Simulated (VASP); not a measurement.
A run of VASP 6.6.1 is set up as follows.

The input INCAR:

```
SYSTEM = AlN
  PREC = Accurate
  ENCUT = 520
  EDIFF = 1E-8
  ISMEAR = 0
  SIGMA = 0.01
  LREAL = .False.
  LASPH = .True.
  NELM = 60
  ALGO = Normal
  ISIF = 2
  LWAVE = .False.
  LCHARG = .False.
  GGA = PE
  NBANDS = 11
  IBRION = 8
  NSW = 1
  LEPSILON = .True.
```

File KPOINTS:

```
regular mesh
0
Gamma
  10 10 10
  0 0 0
```

POSCAR

```
AlN
1.0
    0.0000000000      2.1839935596      2.1839935596
    2.1839935596      0.0000000000      2.1839935596
    2.1839935596      2.1839935596      0.0000000000
Al N
1 1
Direct
    0.0000000000      0.0000000000      0.0000000000
    0.2500000000      0.2500000000      0.2500000000
```

Potentials or basis: VASP PAW PBE potentials, release 64 (Al, N).

Command:

```sh
$ cat potpaw_PBE.64/Al/POTCAR potpaw_PBE.64/N/POTCAR > POTCAR
$ mpirun -np 1 vasp_std > vasp.out
```

Q: Predict the electronic dielectric tensor (diagonal).

A: 4.58.

Q: Estimate the Born charges (mean of the diagonal).

A: Al +2.53; N -2.53 e.

Q: Predict the highest phonon frequency at Γ, LO-TO splitting left out.

A: 658 cm⁻¹.

Electronic dielectric tensor:
```
4.58 0.00 0.00
0.00 4.58 0.00
0.00 0.00 4.58
```

Caveat: the cell stands under pressure or tension, which shifts response properties.
